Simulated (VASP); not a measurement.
Write the native input for VASP 6.6.1 that does the following.

* Task: relaxation of cell and atoms
* Functional: PBE0
* Potentials or basis: VASP PAW PBE potentials, release 64 (Mg, O)
* Cutoff: 600 eV
* k mesh: 5 × 5 × 5
* Occupations: fermi-dirac, width 0.05 eV
* Spin: no spin polarisation
* Dipole correction: no
* Grid for exact exchange (PRECFOCK): Normal
* Further INCAR settings: ALGO = Normal; EDIFF = 1e-07; IBRION = 2; EDIFFG = -0.01; NSW = 60; ISIF = 3

The system is MgO.

```xyz
2
Lattice="2.9380 0.0000 0.0000 -1.4690 2.5444 0.0000 0.0000 0.0000 2.6797" Properties=species:S:1:pos:R:3 pbc="T T T"
Mg    0.0000    0.0000    0.0000
O     0.0000    1.6963    1.3398
```

One way to write it, as run:

POSCAR

```
MgO
1.0
    2.9380209034      0.0000000000      0.0000000000
   -1.4690104517      2.5444007392      0.0000000000
    0.0000000000      0.0000000000      2.6796800000
Mg O
1 1
Direct
    0.0000000000      0.0000000000      0.0000000000
    0.3333333333      0.6666666667      0.5000000000
```

INCAR.step1

```
PREC = Accurate
ENCUT = 600
EDIFF = 1E-5
ISMEAR = -1
SIGMA = 0.05
LREAL = F
LASPH = T
NELM = 60
ALGO = Normal
LWAVE = T
LCHARG = F
GGA = PE
NBANDS = 11
```

INCAR.step2

```
PREC = Accurate
ENCUT = 600
EDIFF = 1E-7
ISMEAR = -1
SIGMA = 0.05
LREAL = F
LASPH = T
NELM = 60
ALGO = Normal
ISIF = 3
LWAVE = F
LCHARG = F
GGA = PE
LHFCALC = T
AEXX = 0.25
PRECFOCK = Normal
IBRION = 2
NSW = 60
EDIFFG = -0.01
ISTART = 1
```

KPOINTS

```
Automatic mesh
0
Gamma
  5 5 5
```

Potentials or basis: VASP PAW PBE potentials, release 64 (Mg, O).

The run is started by

```sh
$ cat potpaw_PBE.64/Mg/POTCAR potpaw_PBE.64/O/POTCAR > POTCAR
$ cp INCAR.step1 INCAR
$ mpirun -np 1 vasp_std > vasp.out
$ cp INCAR.step2 INCAR
$ mpirun -np 1 vasp_std > vasp.out
```

Results of the run:

```json
{"Relaxed volume": "9.59 Å³/atom", "Relaxed cell": "a = 2.895 Å, b = 2.895 Å, c = 2.642 Å, α = 90.00°, β = 90.00°, γ = 120.00°", "Space group after relaxing (to 0.05 Å)": "P-6m2 (No. 187)", "Energy gained by relaxing": "8.7 meV/atom", "Ionic steps": "5", "Pressure after relaxing": "0.0 GPa", "Band gap on the k mesh": "5.72 eV, indirect (least direct gap 6.14 eV)"}
```

Caveat: the k points lie up to 0.50 Å⁻¹ apart in the final cell; the PAW data sets were made with another functional, which shifts forces and pressure a little.

It took 30 min on 1 thread of AMD EPYC 7R13 (shared host), peak memory 0.12 GiB.
